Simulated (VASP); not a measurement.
Write the native input for VASP 6.6.1 that does the following.

```
Task                   : single point
Functional             : r2SCAN
Potentials or basis    : VASP PAW PBE potentials, release 64 (Zn, N, Sn_d)
Cutoff                 : 520 eV
k mesh                 : 6 × 6 × 4
Occupations            : fermi-dirac, width 0.02 eV
Spin                   : no spin polarisation
Dipole correction      : no
Further INCAR settings : ALGO = Normal; EDIFF = 1e-07; NBANDS = 26
```

ZnSnN2:

```
Zn N Sn
1.0
     3.34786    0.00000    0.00000
     0.00000    3.34786    0.00000
     0.00000    0.00000    4.65217
Zn N Sn
1 2 1
Direct
  0.00000 0.00000 0.00000
  0.00000 0.50000 0.24484
  0.50000 0.00000 0.75516
  0.50000 0.50000 0.50000
```

This cell differs from its parent crystal: volume changed by -3%.

The input as run:

POSCAR

```
ZnSnN2
1.0
    3.3478559850      0.0000000000      0.0000000000
    0.0000000000      3.3478559850      0.0000000000
    0.0000000000      0.0000000000      4.6521661633
Zn N Sn
1 2 1
Direct
    0.0000000000      0.0000000000      0.0000000000
    0.0000000000      0.5000000000      0.2448435878
    0.5000000000      0.0000000000      0.7551564122
    0.5000000000      0.5000000000      0.5000000000
```

INCAR.step1

```
SYSTEM = ZnSnN2
  ALGO = Normal
  EDIFF = 1E-4
  ENCUT = 520
  GGA = PE
  ISMEAR = -1
  LASPH = .TRUE.
  LCHARG = .FALSE.
  LREAL = .FALSE.
  LWAVE = .TRUE.
  NBANDS = 26
  NELM = 60
  PREC = Accurate
  SIGMA = 0.02
```

INCAR.step2

```
SYSTEM = ZnSnN2
  ALGO = Normal
  EDIFF = 1E-7
  ENCUT = 520
  ISIF = 2
  ISMEAR = -1
  ISTART = 1
  LASPH = .TRUE.
  LCHARG = .FALSE.
  LMIXTAU = .TRUE.
  LREAL = .FALSE.
  LWAVE = .FALSE.
  METAGGA = R2SCAN
  NBANDS = 26
  NELM = 60
  PREC = Accurate
  SIGMA = 0.02
```

KPOINTS

```
k-points
0
G
  6 6 4
  0 0 0
```

Potentials or basis: VASP PAW PBE potentials, release 64 (Zn, N, Sn_d).

The run is started by

```console
$ cat potpaw_PBE.64/Zn/POTCAR potpaw_PBE.64/N/POTCAR potpaw_PBE.64/Sn_d/POTCAR > POTCAR
$ cp INCAR.step1 INCAR
$ mpirun -np 1 vasp_std > vasp.out
$ cp INCAR.step2 INCAR
$ mpirun -np 1 vasp_std > vasp.out
```

Results of the run:

The pressure is 5.8 GPa. The largest force is 0.125 eV/Å. The band gap on the k mesh is 0.45 eV, direct.

Caveat: the PAW data sets were made with another functional, which shifts forces and pressure a little; spin-orbit coupling is left out, which moves the levels of the heavy elements.

Run time: 90 s on 1 thread of Intel(R) Xeon(R) 6975P-C (Granite Rapids) (shared host), peak memory 0.2 GiB.
